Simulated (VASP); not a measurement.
# La2O3 (P-3m1) in VASP: a series of runs, part 2 of 2

VASP 6.6.1. The steps go on from the part before.

## 3. Relaxation of cell and atoms, LDA

This run uses another cell than the first one, of 16.64 Å³/atom.

Contents of INCAR:

```
PREC = Accurate
ENCUT = 600
EDIFF = 1E-6
ISMEAR = 0
SIGMA = 0.02
LREAL = F
LASPH = T
NELM = 80
ALGO = Normal
ISIF = 3
LWAVE = F
LCHARG = F
GGA = CA
IBRION = 2
NSW = 70
EDIFFG = -0.005
```

Contents of KPOINTS:

```
regular mesh
0
Gamma
  9 9 4
```

Contents of POSCAR:

```
La2O3
1.0
    3.9404525857      0.0000000000      0.0000000000
   -1.9702262928      3.4125320416      0.0000000000
    0.0000000000      0.0000000000      6.1873633923
La O
2 3
Direct
    0.6666666667      0.3333333333      0.7526270479
    0.3333333333      0.6666666667      0.2473729521
    0.6666666667      0.3333333333      0.3546960238
    0.3333333333      0.6666666667      0.6453039762
    0.0000000000      0.0000000000      0.0000000000
```

Potentials or basis: VASP PAW LDA potentials, release 64 (La, O).

Command:

```
$ cat potpaw_LDA.64/La/POTCAR potpaw_LDA.64/O/POTCAR > POTCAR
$ mpirun -np 1 vasp_std > vasp.out
```

OUTCAR:

```text
PREC = Accurate
   ENCUT = 600
   EDIFF = 1E-6
   ISMEAR = 0
   LREAL = F
   LASPH = T
   NELM = 80
   ISIF = 3
   GGA = CA
   IBRION = 2
   NSW = 70
   EDIFFG = -0.005

 ion  position               nearest neighbor table
   1  0.667  0.333  0.753-   4 2.37   4 2.37   4 2.37   3 2.46   5 2.74   5 2.74   5 2.74
   2  0.333  0.667  0.247-   3 2.37   3 2.37   3 2.37   4 2.46   5 2.74   5 2.74   5 2.74
   3  0.667  0.333  0.355-   2 2.37   2 2.37   2 2.37   1 2.46
   4  0.333  0.667  0.645-   1 2.37   1 2.37   1 2.37   2 2.46
   5  0.000  0.000  0.000-   1 2.74   2 2.74   2 2.74   1 2.74   1 2.74   2 2.74

  LATTYP: Found a hexagonal cell.
 ALAT       =     3.9404525857
 C/A-ratio  =     1.5702164302

  Lattice vectors:

 A1 = (   3.9404525857,   0.0000000000,   0.0000000000)
 A2 = (  -1.9702262928,   3.4125320416,   0.0000000000)
 A3 = (   0.0000000000,   0.0000000000,   6.1873633923)

Analysis of symmetry for initial positions (statically):
=====================================================================
 Subroutine PRICEL returns:
 Original cell was already a primitive cell.

 Routine SETGRP: Setting up the symmetry group for a
 hexagonal supercell.

 Subroutine GETGRP returns: Found 12 space group operations
 (whereof 12 operations were pure point group operations)
 out of a pool of 24 trial point group operations.

The static configuration has the point symmetry D_3d.

Analysis of symmetry for dynamics (positions and initial velocities):
=====================================================================
 Subroutine PRICEL returns:
 Original cell was already a primitive cell.

 Routine SETGRP: Setting up the symmetry group for a
 hexagonal supercell.

 Subroutine GETGRP returns: Found 12 space group operations
 (whereof 12 operations were pure point group operations)
 out of a pool of 24 trial point group operations.
[... 147 lines left out ...]

 number of electron      40.0000000 magnetization

 Free energy of the ion-electron system (eV)
  ---------------------------------------------------
  ext. energy  EPLUGINS =         0.00000000
  ---------------------------------------------------
  free energy    TOTEN  =       -45.76826631 eV

  energy without entropy =      -45.76826631  energy(sigma->0) =      -45.76826631

------------------------ aborting loop because EDIFF is reached ----------------------------------------

  FORCE on cell =-STRESS in cart. coord.  units (eV):
  Direction    XX          YY          ZZ          XY          YZ          ZX
  --------------------------------------------------------------------------------------
  -------------------------------------------------------------------------------------
  Total       -4.2901182     -4.2901182     -4.1227087     -0.0000000      0.0000000      0.0000000
  in kB      -82.6135674    -82.6135674    -79.3898109     -0.0000000      0.0000000      0.0000000
  external PRESSURE =     -81.5389819 kB  Pullay stress =       0.0000000 kB
[... 98 lines left out ...]
  FREE ENERGIE OF THE ION-ELECTRON SYSTEM (eV)
  ---------------------------------------------------
  free  energy   TOTEN  =       -45.8983284087 eV

  energy  without entropy=      -45.8983284087  energy(sigma->0) =      -45.89832841

[... ionic steps 4 to 9 ...]

--------------------------------------- Ionic step       10  -------------------------------------------

 number of electron      40.0000001 magnetization

------------------------ aborting loop because EDIFF is reached ----------------------------------------
[... 73 lines left out ...]
--------------------------------------- Ionic step       12  -------------------------------------------

 number of electron      40.0000001 magnetization

 Free energy of the ion-electron system (eV)
  ---------------------------------------------------
  ext. energy  EPLUGINS =         0.00000000
  ---------------------------------------------------
  free energy    TOTEN  =       -45.91492351 eV

  energy without entropy =      -45.91492351  energy(sigma->0) =      -45.91492351

 E-fermi :   6.3380     XC(G=0): -11.1965

 val. band max:        6.2051381080   @ k =   0.4444   0.0000   0.5000
 cond. band min:       9.9581035185   @ k =   0.3333   0.3333   0.0000
 fundamental gap:      3.7529654105
 Fermi energy:         6.3379504860

 k-point     1 :       0.0000    0.0000    0.0000
  band No.  band energies     occupation
      1     -23.2870      2.00000
      2     -22.9516      2.00000
      3     -10.7048      2.00000
      4      -9.2583      2.00000
      5      -8.8369      2.00000
      6      -6.7838      2.00000
[... 637 lines left out ...]
     23      11.2352      0.00000
     24      11.4567      0.00000

 [... further k-points ...]

------------------------ aborting loop because EDIFF is reached ----------------------------------------

  FORCE on cell =-STRESS in cart. coord.  units (eV):
  Direction    XX          YY          ZZ          XY          YZ          ZX
  --------------------------------------------------------------------------------------
  -------------------------------------------------------------------------------------
  Total        0.0214102      0.0214102      0.0004881      0.0000000      0.0000000      0.0000000
  in kB        0.4424110      0.4424110      0.0100849      0.0000000      0.0000000      0.0000000
  external PRESSURE =       0.2983023 kB  Pullay stress =       0.0000000 kB
[... 20 lines left out ...]
  FREE ENERGIE OF THE ION-ELECTRON SYSTEM (eV)
  ---------------------------------------------------
  free  energy   TOTEN  =       -45.9149235054 eV

  energy  without entropy=      -45.9149235054  energy(sigma->0) =      -45.91492351

 reached required accuracy - stopping structural energy minimisation
```

OSZICAR:

```text
N       E                     dE             d eps       ncg     rms          rms(c)
DAV:   1     0.477717488334E+03    0.47772E+03   -0.17344E+04  2096   0.288E+03
DAV:   2     0.902854005778E+02   -0.38743E+03   -0.38111E+03  3024   0.413E+02
DAV:   3    -0.323438345564E+02   -0.12263E+03   -0.12067E+03  3824   0.228E+02
[... 109 lines left out ...]
DAV:   1    -0.459147908386E+02    0.11219E-03   -0.23972E-02  2744   0.122E+00    0.282E-02
DAV:   2    -0.459149322593E+02   -0.14142E-03   -0.15197E-03  3312   0.463E-01    0.187E-02
DAV:   3    -0.459149280661E+02    0.41932E-05   -0.48121E-05  3632   0.710E-02    0.135E-02
DAV:   4    -0.459149235307E+02    0.45354E-05   -0.51863E-05  3632   0.589E-02    0.648E-03
DAV:   5    -0.459149235054E+02    0.25312E-07   -0.72605E-06  3040   0.234E-02
  12 F= -.45914924E+02 E0= -.45914924E+02  d E =-.500927E-03
```

It took 12 min on 1 thread of Intel Xeon Platinum 8488C (Sapphire Rapids), shared host; peak memory 0.26 GiB.

Results:

- Free energy: -45.9149 eV
- Relaxed volume: 15.51 Å³/atom
- Relaxed cell: a = 3.882 Å, b = 3.882 Å, c = 5.942 Å, α = 90.00°, β = 90.00°, γ = 120.00°
- Space group after relaxing (to 0.1 Å): P-3m1 (No. 164)
- Energy gained by relaxing: 29.3 meV/atom
- Ionic steps: 12
- Pressure after relaxing: 0.0 GPa
- Largest force after relaxing: 0.003 eV/Å
- Band gap on the k mesh: 3.75 eV (least direct gap 3.80 eV)

Forces in eV/Å, atoms in the order of the input:
```
La   0.000  0.000 -0.003
La   0.000  0.000  0.003
O    0.000  0.000  0.000
O    0.000  0.000  0.000
O    0.000  0.000  0.000
```

The path:
```csv
step,energy change (eV),largest force (eV/Å),pressure (GPa),volume (Å³)
1,0.0000,0.1825,-8.15,83.20
2,0.0433,1.1073,11.47,73.41
3,-0.1301,0.3648,-0.24,78.45
4,-0.1301,0.3769,-0.07,78.35
5,-0.1418,0.0665,0.05,77.89
6,-0.1428,0.0772,0.11,77.70
7,-0.1450,0.0764,-0.10,77.74
8,-0.1456,0.0764,-0.27,77.77
9,-0.1461,0.0642,0.31,77.46
10,-0.1462,0.0571,0.24,77.50
11,-0.1466,0.0086,0.04,77.53
12,-0.1467,0.0032,0.03,77.54
```

Final structure:
```yaml
crystal:
  lattice:
    - [3.88161, 0.00000, 0.00000]
    - [-1.94081, 3.36157, 0.00000]
    - [0.00000, 0.00000, 5.94226]
  atoms:
    - { symbol: La, position: [0.66667, 0.33333, 0.75629] }
    - { symbol: La, position: [0.33333, 0.66667, 0.24371] }
    - { symbol: O, position: [0.66667, 0.33333, 0.35324] }
    - { symbol: O, position: [0.33333, 0.66667, 0.64676] }
    - { symbol: O, position: [0.00000, 0.00000, 0.00000] }
```

Levels at points of the mesh, in eV from the valence-band top:
```csv
k point,band 17,band 18,band 19,band 20,band 21,band 22,band 23,band 24
"(0.00, 0.00, 0.00)",-1.83,-0.47,-0.47,-0.19,4.29,4.51,4.51,5.39
"(0.00, 0.00, 0.50)",-1.10,-0.92,-0.34,-0.34,4.69,4.69,4.70,5.11
```

Caveat: spin-orbit coupling is left out, which moves the levels of the heavy elements.
